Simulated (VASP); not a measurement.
A run of VASP 6.6.1 is set up as follows.

Contents of INCAR:

```
ALGO = Normal ; EDIFF = 1E-6
ENCUT = 520 ; GGA = PE
ISIF = 2 ; ISMEAR = 0
LASPH = T ; LCHARG = F
LREAL = F ; LWAVE = F
NBANDS = 11 ; NELM = 100
PREC = Accurate ; SIGMA = 0.01
```

Contents of KPOINTS:

```
k-points
0
Gamma
  6 6 6
```

Contents of POSCAR:

```
NaH
1.0
    0.0000000000      2.3975122873      2.3975122873
    2.4574500944      0.0000000000      2.3975122873
    2.4574500944      2.3975122873      0.0000000000
Na H
1 1
Direct
    0.0000000000      0.0000000000      0.0000000000
    0.5000000000      0.5000000000      0.5000000000
```

Potentials or basis: VASP PAW PBE potentials, release 64 (Na_pv, H).

Command:

```console
$ cat potpaw_PBE.64/Na_pv/POTCAR potpaw_PBE.64/H/POTCAR > POTCAR
$ mpirun -np 1 vasp_std > vasp.out
```

Problem. Predict the band gap on the k mesh.

Solution. 3.78 eV, indirect (least direct gap 4.61 eV).

Problem. What does it give for the pressure?

Solution. 0.0 GPa.

Stress tensor (GPa, compression positive):
```
-0.55  0.00  0.00
 0.00  0.21  0.00
 0.00  0.00  0.21
```

Caveat: the cell differs from its parent crystal (uniaxial x strain +2.5%). A k mesh can miss the band edges.
